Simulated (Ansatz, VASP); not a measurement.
## Two plane-wave programs on Ba

The input INCAR:

```
SYSTEM = Ba
ALGO = Normal ; EDIFF = 1E-6
ENCUT = 500 ; GGA_COMPAT = .FALSE.
ISIF = 2 ; ISMEAR = -1
LASPH = .TRUE. ; LCHARG = .FALSE.
LREAL = .FALSE. ; LWAVE = .FALSE.
NBANDS = 17 ; NELM = 120
PREC = Accurate ; SIGMA = 0.1
```

The input KPOINTS:

```
k-points
0
G
  10 10 5
  0 0 0
```

POSCAR

```
Ba
1.0
    4.2889153497      0.0000000000      0.0000000000
   -2.1444576748      3.7143096475      0.0000000000
    0.0000000000      0.0000000000      6.9527005658
Ba
2
Direct
    0.3333333333      0.6666666667      0.2500000000
    0.6666666667      0.3333333333      0.7500000000
```

Input for Ansatz:

```yaml
crystal:
  lattice:
    - [4.2889153497, 0.0, 0.0]
    - [-2.1444576748, 3.7143096475, 0.0]
    - [0.0, 0.0, 6.9527005658]
  atoms:
    - { symbol: Ba, position: [0.3333333333, 0.6666666667, 0.25] }
    - { symbol: Ba, position: [0.6666666667, 0.3333333333, 0.75] }
hamiltonian:
  xc: lda
  pseudopotentials:
    kind: paw
    azcp:
      Ba: "pseudopotentials/Ba.paw.azcp"
basis:
  ecutwfc: 420
  fft_grid_basis: typed
kpoints:
  mp_grid: { grid: [10, 10, 5], shift: [0, 0, 0] }
magnetization:
  spin_polarized: false
scf:
  occupations: { method: fermi_dirac, width: 0.1 }
  lower_state_search: "off"
output:
  stress: true
```

Alike in both runs: task single point; functional LDA; k mesh 10 × 10 × 5; occupations fermi-dirac, width 0.1 eV; no spin polarisation.

|  | VASP | Ansatz |
| --- | --- | --- |
| version | VASP 6.6.1 | Ansatz 0.2.0 |
| potentials or method | VASP PAW LDA potentials, release 64 (Ba_sv), cutoff 500 eV | plane waves (420 eV) with PAW, scalar-relativistic |
| valence electrons in the cell | 20 | 20 |

```tsv
	VASP	Ansatz	Ansatz less VASP
pressure (GPa)	-0.3	-0.3	-0.07
```

Ansatz warns that its potentials were made for another functional, while VASP's fit it. LDA's correlation is that of Perdew and Zunger in VASP and of Perdew and Wang (1992) in Ansatz.

Spin-orbit coupling is off throughout.
